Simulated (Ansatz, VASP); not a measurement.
**One calculation of Se, two programs**

Contents of INCAR:

```
SYSTEM = Se
PREC = Accurate
ENCUT = 520
EDIFF = 1E-6
ISMEAR = -1
SIGMA = 0.08
LREAL = .FALSE.
LASPH = .TRUE.
NELM = 60
ALGO = Normal
ISIF = 2
LWAVE = .FALSE.
LCHARG = .FALSE.
NBANDS = 9
```

The input KPOINTS:

```
regular mesh
0
G
  15 15 15
  0 0 0
```

Contents of POSCAR:

```
Se
1.0
   -1.5605368272      1.5605368272      1.5605368272
    1.5605368272     -1.5605368272      1.5605368272
    1.5605368272      1.5605368272     -1.5605368272
Se
1
Direct
    0.0000000000      0.0000000000      0.0000000000
```

Input for Ansatz:

```yaml
crystal:
  lattice:
    - [-1.5605368272, 1.5605368272, 1.5605368272]
    - [1.5605368272, -1.5605368272, 1.5605368272]
    - [1.5605368272, 1.5605368272, -1.5605368272]
  atoms:
    - { symbol: Se, position: [0.0, 0.0, 0.0] }
kpoints:
  mp_grid: { grid: [15, 15, 15] }
  band_path:
    path:
      - [0.0, 0.0, 0.0]
      - [0.5, -0.5, 0.5]
      - [0.0, 0.0, 0.5]
      - [0.0, 0.0, 0.0]
      - [0.25, 0.25, 0.25]
      - [0.5, -0.5, 0.5]
      - [0.25, 0.25, 0.25]
      - [0.0, 0.0, 0.5]
    npoints: 8
scf:
  occupations: { method: fermi_dirac, width: 0.08 }
hamiltonian:
  xc: lda
  pseudopotentials: { kind: all_electron, lapw: { basis_error: 0.001 } }
output:
  forces: true
  stress: true
  eigenvalues: true
  populations: true
  dos: { projected: true, de: 0.2, e_range: [-14, 8] }
```

Change from the starting cell: volume scaled by 0.8, LAPW.

Alike in both runs: task single point; functional LDA; k mesh 15 × 15 × 15; occupations fermi-dirac, width 0.08 eV; no spin polarisation.

|  | VASP | Ansatz |
| --- | --- | --- |
| version | VASP 6.6.1 | Ansatz 0.2.0 |
| potentials or method | VASP PAW LDA potentials, release 64 (Se), cutoff 520 eV | all-electron LAPW, scalar-relativistic |

Ansatz gave:

| Property | Result |
| --- | --- |
| pressure (GPa) | 32.4 |

Question: What did VASP give for the same quantities?

Answer: Pressure (GPa): 33.0.

LDA's correlation is that of Perdew and Zunger in VASP and of Perdew and Wang (1992) in Ansatz. Both programs put the cell under a high pressure, so it lies far from rest at this level. Ansatz ran all-electron here, and VASP with PAW potentials.
